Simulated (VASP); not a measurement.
Input of a VASP 6.6.1 run:

The input INCAR:

```
SYSTEM = Ca
PREC     = Accurate       ! precision mode
ENCUT    = 600            ! plane-wave cutoff, eV
EDIFF    = 1E-6           ! SCF threshold, eV
ISMEAR   = -1             ! smearing method
SIGMA    = 0.1            ! smearing width, eV
LREAL    = .FALSE.        ! projectors in reciprocal space
LASPH    = .TRUE.         ! aspherical terms in the spheres
NELM     = 80             ! most SCF steps
ALGO     = Normal         ! electronic algorithm
ISIF     = 3              ! what is computed and relaxed
LWAVE    = .FALSE.        ! write WAVECAR
LCHARG   = .FALSE.        ! write CHGCAR
GGA      = PS             ! functional
IBRION   = 2              ! ionic algorithm
NSW      = 100            ! ionic steps
EDIFFG   = -0.002         ! ionic threshold
PSTRESS  = 100.0
```

File KPOINTS:

```
regular mesh
0
G
  14 14 8
  0 0 0
```

File POSCAR:

```
Ca
1.0
    3.8583637829      0.0000000000      0.0000000000
   -1.9291818914      3.3414410530      0.0000000000
    0.0000000000      0.0000000000      6.3354634212
Ca
2
Direct
    0.3333333333      0.6666666667      0.2500000000
    0.6666666667      0.3333333333      0.7500000000
```

Potentials or basis: VASP PAW PBE potentials, release 64 (Ca_sv).

Run with:

```console
$ cat potpaw_PBE.64/Ca_sv/POTCAR > POTCAR
$ mpirun -np 1 vasp_std > vasp.out
```

Task: Estimate the space group after relaxing (to 0.1 Å).

Result: P6_3/mmc (No. 194).

Task: Estimate the relaxed volume.

Result: 29.12 Å³/atom.

Task: Predict the band gap on the k mesh.

Result: Zero (bands 10 and 11 overlap by 0.23 eV).

Task: Predict the relaxed cell.

Result: a = 3.435 Å, b = 3.435 Å, c = 5.701 Å, α = 90.00°, β = 90.00°, γ = 120.00°.

Final structure:
```xyz
2
Lattice="3.4346 0.0000 0.0000 -1.7173 2.9744 0.0000 0.0000 0.0000 5.7011" Properties=species:S:1:pos:R:3 pbc="T T T"
Ca    0.0000    1.9830    1.4253
Ca    1.7173    0.9915    4.2758
```

Caveat: the cell is relaxed towards a set pressure, so the run minimises the enthalpy, not the energy; the volume moved by over 15 % at a fixed basis, so the end points are rough; the PAW data sets were made with another functional, which shifts forces and pressure a little.
